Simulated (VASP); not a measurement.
A run of VASP 6.6.1:

File INCAR:

```
SYSTEM = AlN
ALGO = Normal
EDIFF = 1E-6
EDIFFG = -0.01
ENCUT = 600
IBRION = 2
ISIF = 3
ISMEAR = 0
LASPH = .TRUE.
LCHARG = .FALSE.
LREAL = .FALSE.
LWAVE = .FALSE.
NELM = 80
NSW = 80
PREC = Accurate
SIGMA = 0.01
```

Contents of KPOINTS:

```
k-points
0
G
  12 12 6
  0 0 0
```

POSCAR

```
AlN
1.0
    3.3121160000      0.0000000000      0.0000000000
   -1.6560580000      2.8683765963      0.0000000000
    0.0000000000      0.0000000000      4.1875630000
Al N
2 2
Direct
    0.3333333333      0.6666666667      0.7500000000
    0.6666666667      0.3333333333      0.2500000000
    0.3333333333      0.6666666667      0.2500000000
    0.6666666667      0.3333333333      0.7500000000
```

Potentials or basis: VASP PAW LDA potentials, release 64 (Al, N).

The run is started by

```bash
$ cat potpaw_LDA.64/Al/POTCAR potpaw_LDA.64/N/POTCAR > POTCAR
$ mpirun -np 1 vasp_std > vasp.out
```

Hardware: 1 thread of Intel(R) Xeon(R) 6975P-C (Granite Rapids), on a shared host.

Q: Estimate the wall time of this run.

A: Wall time 84 s on 1 thread of Intel(R) Xeon(R) 6975P-C (Granite Rapids), with other jobs on the host, peak memory 0.17 GiB. Counts: scf iterations 48, k points 76, ion steps 9.
